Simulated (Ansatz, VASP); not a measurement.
This is a calculation of CuI for VASP 6.6.1.

INCAR

```
SYSTEM = CuI
PREC     = Accurate       ! precision mode
ENCUT    = 520            ! plane-wave cutoff, eV
EDIFF    = 1E-6           ! SCF threshold, eV
ISMEAR   = -1             ! smearing method
SIGMA    = 0.05           ! smearing width, eV
LREAL    = .False.        ! projectors in reciprocal space
LASPH    = .True.         ! aspherical terms in the spheres
NELM     = 80             ! most SCF steps
ALGO     = Normal         ! electronic algorithm
ISIF     = 2              ! what is computed and relaxed
LWAVE    = .False.        ! write WAVECAR
LCHARG   = .False.        ! write CHGCAR
GGA      = PE             ! functional
IVDW     = 12             ! dispersion correction
NBANDS   = 16             ! bands
```

Contents of KPOINTS:

```
Automatic mesh
0
Gamma
  8 8 8
  0 0 0
```

POSCAR

```
CuI
1.0
    0.0000000000      3.0515767440      3.0515767440
    3.0515767440      0.0000000000      3.0515767440
    3.0515767440      3.0515767440      0.0000000000
I Cu
1 1
Direct
    0.0000000000      0.0000000000      0.0000000000
    0.7500000000      0.7500000000      0.7500000000
```

Potentials or basis: VASP PAW PBE potentials, release 64 (I, Cu).

The run is started by

```console
$ cat potpaw_PBE.64/I/POTCAR potpaw_PBE.64/Cu/POTCAR > POTCAR
$ mpirun -np 1 vasp_std > vasp.out
```

**Question.** Set up the same calculation for Ansatz 0.2.0. Potentials there: Ansatz PAW.

**Answer.** As run (the cutoff follows the program's own potentials):

input.yaml

```yaml
crystal:
  lattice:
    - [0.0, 3.051576744, 3.051576744]
    - [3.051576744, 0.0, 3.051576744]
    - [3.051576744, 3.051576744, 0.0]
  atoms:
    - { symbol: I, position: [0.0, 0.0, 0.0] }
    - { symbol: Cu, position: [0.75, 0.75, 0.75] }
hamiltonian:
  xc: pbe
  pseudopotentials: { kind: paw }
  dispersion: d3bj
kpoints:
  mp_grid: { grid: [8, 8, 8] }
scf:
  occupations: { method: fermi_dirac, width: 0.05 }
output:
  forces: true
  stress: true
  eigenvalues: true
```

Potentials or basis: Ansatz PAW.

Launch:

```console
$ ansatz run input.yaml --threads 2 --pin off --max-ram 5120MiB --backend cpu --events-out ev --progress --plain --runs-dir out
```

Both were run:

|  | VASP | Ansatz | Ansatz less VASP |
| --- | --- | --- | --- |
| gap on the k mesh at the Fermi level (eV) | 1.09 | 1.07 | -0.021 |
| least direct gap on the mesh (eV) | 1.09 | 1.07 | -0.021 |
| pressure (GPa) | -2.5 | -2.6 | -0.09 |

VASP's potentials hold 18 valence electrons a cell and Ansatz's 36, so a difference there can come from the potentials and not from the codes.

Neither program's run includes spin-orbit coupling.
